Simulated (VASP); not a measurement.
# Ti (P6_3/mmc) in VASP: a series of runs

Runs on Ti. Level: PBEsol. Tasks: single point, relaxation of cell and atoms.

Program: VASP 6.6.1. These are calculated values, not measurements. Logs are shortened: lines on timing, memory, paths and dates and some standing lists are left out, and cuts for length are marked.

## 1. The cell of the first run

The structure is hexagonal, space group P6_3/mmc (No. 194). The conventional cell has a = 2.901 Å, b = 2.901 Å, c = 4.585 Å, α = 90.00°, β = 90.00°, γ = 120.00°. Within 3.7 Å of Ti (site symmetry -6m2) lie 12 Ti at 2.84 to 2.90 Å.

## 2. Single point, PBEsol

Input file INCAR:

```
SYSTEM = Ti
PREC     = Accurate       ! precision mode
ENCUT    = 500            ! plane-wave cutoff, eV
EDIFF    = 1E-6           ! SCF threshold, eV
ISMEAR   = 0              ! smearing method
SIGMA    = 0.1            ! smearing width, eV
LREAL    = .FALSE.        ! projectors in reciprocal space
LASPH    = .TRUE.         ! aspherical terms in the spheres
NELM     = 120            ! most SCF steps
ALGO     = Normal         ! electronic algorithm
ISIF     = 2              ! what is computed and relaxed
LWAVE    = .FALSE.        ! write WAVECAR
LCHARG   = .TRUE.         ! write CHGCAR
GGA      = PS             ! functional
LELF     = .TRUE.         ! ELF
LVHAR    = .TRUE.       
NBANDS   = 19             ! bands
GGA_COMPAT= .FALSE.
```

Input file KPOINTS:

```
Automatic mesh
0
G
  10 10 5
  0 0 0
```

Input file POSCAR:

```
Ti
1.0
    2.9014834630      0.0000000000      0.0000000000
   -1.4507417315      2.5127583876      0.0000000000
    0.0000000000      0.0000000000      4.5845974765
Ti
2
Direct
    0.3333333333      0.6666666667      0.2500000000
    0.6666666667      0.3333333333      0.7500000000
```

Potentials or basis: VASP PAW PBE potentials, release 64 (Ti_sv).

On the command line:

```console
> cat potpaw_PBE.64/Ti_sv/POTCAR > POTCAR
> mpirun -np 1 vasp_std > vasp.out
```

OUTCAR:

```text
SYSTEM = Ti
   PREC = Accurate
   ENCUT = 500
   EDIFF = 1E-6
   ISMEAR = 0
   LREAL = .FALSE.
   LASPH = .TRUE.
   NELM = 120
   ISIF = 2
   GGA = PS

 ion  position               nearest neighbor table
   1  0.333  0.667  0.250-   2 2.84   2 2.84   2 2.84   2 2.84   2 2.84   2 2.84
   2  0.667  0.333  0.750-   1 2.84   1 2.84   1 2.84   1 2.84   1 2.84   1 2.84

  LATTYP: Found a hexagonal cell.
 ALAT       =     2.9014834630
 C/A-ratio  =     1.5800874053

  Lattice vectors:

 A1 = (   2.9014834630,   0.0000000000,   0.0000000000)
 A2 = (  -1.4507417315,   2.5127583876,   0.0000000000)
 A3 = (   0.0000000000,   0.0000000000,   4.5845974765)

Analysis of symmetry for initial positions (statically):
=====================================================================
 Subroutine PRICEL returns:
 Original cell was already a primitive cell.

 Routine SETGRP: Setting up the symmetry group for a
 hexagonal supercell.

 Subroutine GETGRP returns: Found 24 space group operations
 (whereof 12 operations were pure point group operations)
 out of a pool of 24 trial point group operations.

The static configuration has the point symmetry D_3d.
 The point group associated with its full space group is D_6h.

Analysis of symmetry for dynamics (positions and initial velocities):
=====================================================================
 Subroutine PRICEL returns:
 Original cell was already a primitive cell.

 Routine SETGRP: Setting up the symmetry group for a
 hexagonal supercell.

 Subroutine GETGRP returns: Found 24 space group operations
 (whereof 12 operations were pure point group operations)
 out of a pool of 24 trial point group operations.

The dynamic configuration has the point symmetry D_3d.
 The point group associated with its full space group is D_6h.

 Subroutine INISYM returns: Found 24 space group operations
 (whereof 12 operations are pure point group operations),
 and found     1 'primitive' translations

----------------------------------------------------------------------------------------

                                     Primitive cell

  volume of cell :      33.4250

  direct lattice vectors                    reciprocal lattice vectors
     2.901483463  0.000000000  0.000000000     0.344651284  0.198984511  0.000000000
    -1.450741731  2.512758388  0.000000000     0.000000000  0.397969023  0.000000000
     0.000000000  0.000000000  4.584597476     0.000000000  0.000000000  0.218121657

  length of vectors
     2.901483463  2.901483463  4.584597476     0.397969023  0.397969023  0.218121657

  position of ions in fractional coordinates (direct lattice)
     0.333333333  0.666666667  0.250000000
     0.666666667  0.333333333  0.750000000

  ion indices of the primitive-cell ions
   primitive index   ion index
                 1           1
                 2           2

----------------------------------------------------------------------------------------

 KPOINTS: Automatic mesh

Automatic generation of k-mesh.
 Grid dimensions read from file:
 generate k-points for:   10   10    5

 Generating k-lattice:

  Cartesian coordinates                     Fractional coordinates (reciprocal lattice)
     0.034465128  0.019898451  0.000000000     0.100000000 -0.000000000  0.000000000
     0.000000000  0.039796902  0.000000000     0.000000000  0.100000000  0.000000000
     0.000000000  0.000000000  0.043624331     0.000000000  0.000000000  0.200000000

  Length of vectors
     0.039796902  0.039796902  0.043624331

  Shift w.r.t. Gamma in fractional coordinates (k-lattice)
     0.000000000  0.000000000  0.000000000

 Subroutine IBZKPT returns following result:
 ===========================================

 Found     42 irreducible k-points:

 Following reciprocal coordinates:
            Coordinates               Weight
  0.000000  0.000000  0.000000      1.000000
  0.100000  0.000000  0.000000      6.000000
  0.200000  0.000000  0.000000      6.000000
  0.300000 -0.000000  0.000000      6.000000
  0.400000 -0.000000  0.000000      6.000000
  0.500000  0.000000  0.000000      3.000000
[... 16 lines left out ...]
  0.300000  0.100000  0.200000     24.000000
  0.400000  0.100000  0.200000     24.000000
 [... further k-points ...]
   k-points           NKPTS =     42   k-points in BZ     NKDIM =     42   number of bands    NBANDS=     19
   number of dos      NEDOS =    301   number of ions     NIONS =      2
   total plane-waves  NPLWV =  20736
   dimension x,y,z NGX =    24 NGY =   24 NGZ =   36
   dimension x,y,z NGXF=    48 NGYF=   48 NGZF=   72
   ions per type =               2
   NGX,Y,Z   is equivalent  to a cutoff of  13.75, 13.75, 13.05 a.u.
   NGXF,Y,Z  is equivalent  to a cutoff of  27.50, 27.50, 26.11 a.u.
 SYSTEM =  Ti
   PREC   = accura    normal or accurate (medium, high low for compatibility)
   ISTART =      0    job   : 0-new  1-cont  2-samecut
   ICHARG =      2    charge: 1-file 2-atom 10-const
   ISPIN  =      1    spin polarized calculation?
   LNONCOLLINEAR =      F non collinear calculations
   LSORBIT =      F    spin-orbit coupling
   LASPH  =      T    aspherical Exc in radial PAW
   ENCUT  =  500.0 eV  36.75 Ry    6.06 a.u.   5.29  5.29  8.36*2*pi/ulx,y,z
   NELM   =    120;   NELMIN=  2; NELMDL= -5     # of ELM steps
   EDIFF  = 0.1E-05   stopping-criterion for ELM
   LREAL  =      F    real-space projection
   EDIFFG = 0.1E-04   stopping-criterion for IOM
   NSW    =      0    number of steps for IOM
   IBRION =     -1    ionic relax: 0-MD 1-quasi-New 2-CG
   NFREE  =      0    steps in history (QN), initial steepest desc. (CG)
   ISIF   =      2    stress and relaxation
   ISYM   =      2    0-nonsym 1-usesym 2-fastsym
   POTIM  = 0.5000    time-step for ionic-motion
   TEBEG  =    0.0;   TEEND  =   0.0 temperature during run
   PSTRESS=    0.0 pullay stress
   NELECT =      24.0000    total number of electrons
   NUPDOWN=      -1.0000    fix difference up-down
   EMIN   =  10.00;   EMAX   =-10.00  energy-range for DOS
   EFERMI =   0.00;   METHOD = LEGACY
   ISMEAR =     0;   SIGMA  =   0.10  broadening in eV -4-tet -1-fermi 0-gaus
   EFERMI_NEDOS =   21; number of points for ismear=-14 and -15
   IALGO  =     38    algorithm
   IMIX   =      4    mixing-type and parameters
     AMIX     =   0.40;   BMIX     =  1.00
     AMIX_MAG =   1.60;   BMIX_MAG =  1.00
  volume/ion in A,a.u.               =      16.71       112.78
  Fermi-wavevector in a.u.,A,eV,Ry     =   1.465957  2.770257 29.239327  2.149030
  Thomas-Fermi vector in A             =   2.581752
   LORBIT       =      0    0 simple, 1 ext, 2 COOP (PROOUT), +10 PAW based schemes
   GGA     = PS    functional components
   LHFCALC =     F    Hartree Fock is set to
   AEXX    =    0.0000 exact exchange contribution
   IVDW    =     0    specifies the selected vdW correction
   LEPSILON=     F    determine dielectric tensor
   LRPA    =     F    only Hartree local field effects (RPA)
 non-spin polarized calculation
 Gauss-broadening in eV      SIGMA  =   0.10
  energy-cutoff  :      500.00
  volume of cell :       33.43
 maximum number of plane-waves:       868
 NGX is ok and might be reduce to    24
   NGX = 11   NGY = 11   NGZ = 17

 number of electron      23.9999998 magnetization

 Free energy of the ion-electron system (eV)
  ---------------------------------------------------
  ext. energy  EPLUGINS =         0.00000000
  ---------------------------------------------------
  free energy    TOTEN  =       -16.68393541 eV

  energy without entropy =      -16.67613386  energy(sigma->0) =      -16.68003463

 E-fermi :   8.6054     XC(G=0): -11.8204

 val. band max:        8.5883437410   @ k =   0.1000   0.1000   0.2000
 cond. band min:       8.6224360018   @ k =   0.0000   0.0000   0.4000
 fundamental gap:      0.0340922609
 Fermi energy:         8.6053923437

 k-point     1 :       0.0000    0.0000    0.0000
  band No.  band energies     occupation
      1     -47.9439      2.00000
      2     -47.7794      2.00000
      3     -24.6886      2.00000
      4     -23.9497      2.00000
      5     -23.9497      2.00000
      6     -23.8712      2.00000
[... 11 lines left out ...]
     18      10.2936      0.00000
     19      11.9286      0.00000

 k-point     2 :       0.1000    0.0000    0.0000
  band No.  band energies     occupation
      1     -47.9324      2.00000
      2     -47.7750      2.00000
      3     -24.6635      2.00000
      4     -24.0007      2.00000
      5     -23.9667      2.00000
      6     -23.8865      2.00000
[... 11 lines left out ...]
     18      10.1356      0.00000
     19      12.0140      0.00000

 k-point     3 :       0.2000    0.0000    0.0000
  band No.  band energies     occupation
      1     -47.9012      2.00000
      2     -47.7643      2.00000
      3     -24.5934      2.00000
      4     -24.1350      2.00000
      5     -24.0206      2.00000
      6     -24.0093      2.00000
[... 11 lines left out ...]
     18      10.6430      0.00000
     19      12.1725      0.00000

 k-point     4 :       0.3000   -0.0000    0.0000
  band No.  band energies     occupation
      1     -47.8597      2.00000
      2     -47.7535      2.00000
      3     -24.4931      2.00000
      4     -24.3030      2.00000
      5     -24.1787      2.00000
      6     -24.0593      2.00000
[... 11 lines left out ...]
     18      11.3516      0.00000
     19      12.2972      0.00000

 k-point     5 :       0.4000   -0.0000    0.0000
  band No.  band energies     occupation
      1     -47.8214      2.00000
      2     -47.7494      2.00000
      3     -24.4395      2.00000
      4     -24.3891      2.00000
      5     -24.3016      2.00000
      6     -24.0983      2.00000
[... 11 lines left out ...]
     18      12.1510      0.00000
     19      12.3650      0.00000

 k-point     6 :       0.5000    0.0000    0.0000
  band No.  band energies     occupation
      1     -47.8040      2.00000
      2     -47.7506      2.00000
      3     -24.4916      2.00000
      4     -24.3476      2.00000
      5     -24.3356      2.00000
      6     -24.1130      2.00000
[... 11 lines left out ...]
     18      12.3859      0.00000
     19      13.2238      0.00000

 k-point     7 :       0.1000    0.1000    0.0000
  band No.  band energies     occupation
      1     -47.9110      2.00000
      2     -47.7674      2.00000
      3     -24.6159      2.00000
      4     -24.0800      2.00000
      5     -24.0318      2.00000
      6     -23.9490      2.00000
[... 11 lines left out ...]
     18      10.5457      0.00000
     19      12.1050      0.00000

 k-point     8 :       0.2000    0.1000    0.0000
  band No.  band energies     occupation
      1     -47.8745      2.00000
      2     -47.7568      2.00000
      3     -24.5302      2.00000
      4     -24.2184      2.00000
      5     -24.1513      2.00000
      6     -24.0227      2.00000
[... 256 lines left out ...]
 k-point    20 :       0.5000    0.0000    0.2000
  band No.  band energies     occupation
      1     -47.7989      2.00000
      2     -47.7557      2.00000
      3     -24.5532      2.00000
      4     -24.4202      2.00000
      5     -24.2339      2.00000
      6     -24.0942      2.00000
[... 11 lines left out ...]
     18      12.3670      0.00000
     19      12.8016      0.00000

 k-point    21 :       0.1000    0.1000    0.2000
  band No.  band energies     occupation
      1     -47.8975      2.00000
      2     -47.7813      2.00000
      3     -24.5608      2.00000
      4     -24.0670      2.00000
      5     -24.0591      2.00000
      6     -23.9852      2.00000
[... 11 lines left out ...]
     18      10.7364      0.00000
     19      12.0515      0.00000

 k-point    22 :       0.2000    0.1000    0.2000
  band No.  band energies     occupation
      1     -47.8634      2.00000
      2     -47.7681      2.00000
      3     -24.5098      2.00000
      4     -24.2127      2.00000
      5     -24.1592      2.00000
      6     -24.0392      2.00000
[... 11 lines left out ...]
     18      11.2111      0.00000
     19      12.1310      0.00000

 k-point    23 :       0.3000    0.1000    0.2000
  band No.  band energies     occupation
      1     -47.8261      2.00000
      2     -47.7579      2.00000
      3     -24.4901      2.00000
      4     -24.3404      2.00000
      5     -24.2335      2.00000
      6     -24.0909      2.00000
[... 11 lines left out ...]
     18      11.7889      0.00000
     19      12.3810      0.00000

 k-point    24 :       0.4000    0.1000    0.2000
  band No.  band energies     occupation
      1     -47.7991      2.00000
      2     -47.7555      2.00000
      3     -24.5266      2.00000
      4     -24.4006      2.00000
      5     -24.2403      2.00000
      6     -24.1106      2.00000
[... 11 lines left out ...]
     18      12.2551      0.00000
     19      12.9454      0.00000

 [... further k-points ...]

------------------------ aborting loop because EDIFF is reached ----------------------------------------

  FORCE on cell =-STRESS in cart. coord.  units (eV):
  Direction    XX          YY          ZZ          XY          YZ          ZX
  --------------------------------------------------------------------------------------
  -------------------------------------------------------------------------------------
  Total       -0.0592090     -0.0592090     -0.0663747     -0.0000000     -0.0000000      0.0000000
  in kB       -2.8380885     -2.8380885     -3.1815677     -0.0000000     -0.0000000      0.0000000
  external PRESSURE =      -2.9525815 kB  Pullay stress =       0.0000000 kB

 VOLUME and BASIS-vectors are now :
 -----------------------------------------------------------------------------
  energy-cutoff  :      500.00
  volume of cell :       33.43
      direct lattice vectors                 reciprocal lattice vectors
     2.901483463  0.000000000  0.000000000     0.344651284  0.198984511  0.000000000
    -1.450741731  2.512758388  0.000000000     0.000000000  0.397969023  0.000000000
     0.000000000  0.000000000  4.584597476     0.000000000  0.000000000  0.218121657

 POSITION                                       TOTAL-FORCE (eV/Angst)
 -----------------------------------------------------------------------------------
     -0.00000      1.67517      1.14615         0.000000     -0.000000      0.000000
      1.45074      0.83759      3.43845        -0.000000      0.000000      0.000000
 -----------------------------------------------------------------------------------
    total drift:                                0.000000     -0.000000      0.000000

  FREE ENERGIE OF THE ION-ELECTRON SYSTEM (eV)
  ---------------------------------------------------
  free  energy   TOTEN  =       -16.6839354065 eV

  energy  without entropy=      -16.6761338564  energy(sigma->0) =      -16.68003463
```

Wall time 21 s (1 thread of Intel Xeon 6975P-C (Granite Rapids), shared host); peak memory 0.16 GiB.

Results:

```
Free energy            : -16.6839 eV
Pressure               : -0.3 GPa
Band gap on the k mesh : zero (band 12 reaches 9.41 eV, above the bottom of band 13 at 8.32 eV)
```

Levels at points of the mesh, in eV from the Fermi level:
```csv
k point,band 8,band 9,band 10,band 11,band 12,band 13,band 14,band 15,band 16,band 17
"(0.00, 0.00, 0.00)",-32.44,-6.29,-2.78,0.81,0.81,0.93,0.95,1.34,1.34,1.69
"(0.50, 0.00, 0.00)",-32.52,-2.39,-2.26,-1.94,-0.57,0.48,0.68,1.26,3.53,3.78
```

Caveat: the PAW data sets were made with another functional, which shifts forces and pressure a little.

## 3. Relaxation of cell and atoms, PBEsol

This run uses another cell than the first one, of 17.64 Å³/atom, 1.055 times its volume.

Input file INCAR:

```
SYSTEM = Ti
  PREC = Accurate
  ENCUT = 500
  EDIFF = 1E-7
  ISMEAR = 0
  SIGMA = 0.1
  LREAL = .False.
  LASPH = .True.
  NELM = 120
  ALGO = Normal
  ISIF = 3
  LWAVE = .False.
  LCHARG = .False.
  GGA = PS
  IBRION = 2
  NSW = 60
  EDIFFG = -0.03
  GGA_COMPAT = .False.
  NELMIN = 4
```

Input file KPOINTS:

```
regular mesh
0
Gamma
  10 10 5
  0 0 0
```

Input file POSCAR:

```
Ti
1.0
    2.9500000000      0.0000000000      0.0000000000
   -1.4750000000      2.5547749400      0.0000000000
    0.0000000000      0.0000000000      4.6800000000
Ti
2
Direct
    0.3333333327      0.6666666654      0.2500000000
    0.6666666673      0.3333333346      0.7500000000
```

Potentials or basis: VASP PAW PBE potentials, release 64 (Ti_sv).

On the command line:

```console
> cat potpaw_PBE.64/Ti_sv/POTCAR > POTCAR
> mpirun -np 1 vasp_std > vasp.out
```

It took 65 s on 1 thread of Intel Xeon 6975P-C (Granite Rapids), shared host; peak memory 0.16 GiB.

Results (log left out):

- Free energy: -16.6850 eV
- Relaxed volume: 16.67 Å³/atom
- Relaxed cell: a = 2.897 Å, b = 2.897 Å, c = 4.588 Å, α = 90.00°, β = 90.00°, γ = 120.00°
- Space group after relaxing (to 0.05 Å): P6_3/mmc (No. 194)
- Energy gained by relaxing: 19.2 meV/atom
- Ionic steps: 3
- Pressure after relaxing: 0.0 GPa
- Band gap on the k mesh: zero (band 12 reaches 9.44 eV, above the bottom of band 13 at 8.34 eV)

Stress tensor (GPa, compression positive):
```
 0.07  0.00  0.00
 0.00  0.07  0.00
 0.00  0.00 -0.21
```

The path:
```csv
step,energy change (eV),largest force (eV/Å),pressure (GPa),volume (Å³)
1,0.0000,0.0000,-6.08,35.27
2,-0.0159,0.0000,5.36,31.96
3,-0.0383,0.0000,-0.03,33.35
```

Final structure:
```
CELL_PARAMETERS angstrom
2.89710 0.00000 0.00000
-1.44855 2.50896 0.00000
0.00000 0.00000 4.58768
ATOMIC_POSITIONS crystal
Ti 0.33333 0.66667 0.25000
Ti 0.66667 0.33333 0.75000
```

Levels at points of the mesh, in eV from the Fermi level:
```csv
k point,band 9,band 10,band 11,band 12,band 13,band 14,band 15,band 16
"(0.00, 0.00, 0.00)",-6.29,-2.78,0.81,0.81,0.91,0.94,1.34,1.34
"(0.50, 0.00, 0.00)",-2.39,-2.27,-1.94,-0.56,0.49,0.68,1.26,3.55
```

Caveat: the PAW data sets were made with another functional, which shifts forces and pressure a little.
